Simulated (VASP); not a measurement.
SiO2, 6 atoms in the cell. Symmetry: P4_2/mnm, No. 136, tetragonal system. The conventional cell has a = 4.268 Å, b = 4.268 Å, c = 2.851 Å, α = 90.00°, β = 90.00°, γ = 90.00°. Si (site symmetry mmm) has 6 O at 1.84 to 1.85 Å within 2.4 Å. Within 2.4 Å of O (site symmetry m2m) lie 3 Si at 1.84 to 1.85 Å and 1 O at 2.33 Å. 

- Program: VASP 6.6.1
- Task: single point
- Functional: PBE
- Potentials or basis: VASP PAW PBE potentials, release 64 (Si, O)
- Cutoff: 520 eV
- k mesh: 6 × 6 × 8
- Occupations: gaussian, width 0.05 eV
- Spin: no spin polarisation
- Dipole correction: no
- Further INCAR settings: ALGO = Normal; EDIFF = 1e-06; NBANDS = 25

Potentials or basis: VASP PAW PBE potentials, release 64 (Si, O).

Launch:

```sh
$ cat potpaw_PBE.64/Si/POTCAR potpaw_PBE.64/O/POTCAR > POTCAR
$ mpirun -np 1 vasp_std > vasp.out
```

Hardware: 1 thread of Intel Xeon 8259CL, with other jobs on the host.

Estimate the wall time of this run.

Wall time 66 s on 1 thread of Intel Xeon 8259CL, on a shared host, peak memory 0.19 GiB. Counts: scf iterations 13, k points 50.
